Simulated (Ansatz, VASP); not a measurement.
Two plane-wave programs on CoO

```
Co O
1.0
     2.64350    0.00000    0.00000
     0.00000    2.64350    0.00000
     0.00000    0.00000    5.30509
Co O
2 2
Direct
  0.00000 0.00000 0.00000
  0.00000 0.00000 0.50000
  0.50000 0.50000 0.25000
  0.50000 0.50000 0.75000
```

Alike in both runs: functional PBE; k mesh 10 × 10 × 5; occupations gaussian, width 0.02 eV; collinear spin; Hubbard terms Co d U = 3.32 eV.

Ansatz relaxed the structure, and its values are those at the end. VASP's run is a single point on that final structure, the one shown.

|  | VASP | Ansatz |
| --- | --- | --- |
| version | VASP 6.6.1 | Ansatz 0.2.0 |
| potentials or method | VASP PAW PBE potentials, release 64 (Co, O), cutoff 520 eV | scalar-relativistic, plane waves, PAW |
| valence electrons in the cell | 30 | 46 |

Ansatz gave:

| Item | Value |
| --- | --- |
| gap on the k mesh at the Fermi level (eV) | 1.51 |
| least direct gap on the mesh (eV) | 2.13 |
| pressure (GPa) | 0.0 |
| net moment per atom (μB) | 0.00 |
| size of the moment on the site where the two differ most (μB) | 2.54 |

Question: Estimate VASP's values.

Answer: gap on the k mesh at the Fermi level (eV): 1.63; least direct gap on the mesh (eV): 2.24; pressure (GPa): -3.8; net moment per atom (μB): 0.00; size of the moment on the site where the two differ most (μB): 2.61.

Site moments also hang on the region over which each program counts them. The programs project onto different local orbitals, so the same U acts differently, and such runs can settle in different states. VASP's potentials hold 30 valence electrons a cell and Ansatz's 46, so a difference there can come from the potentials and not from the codes.
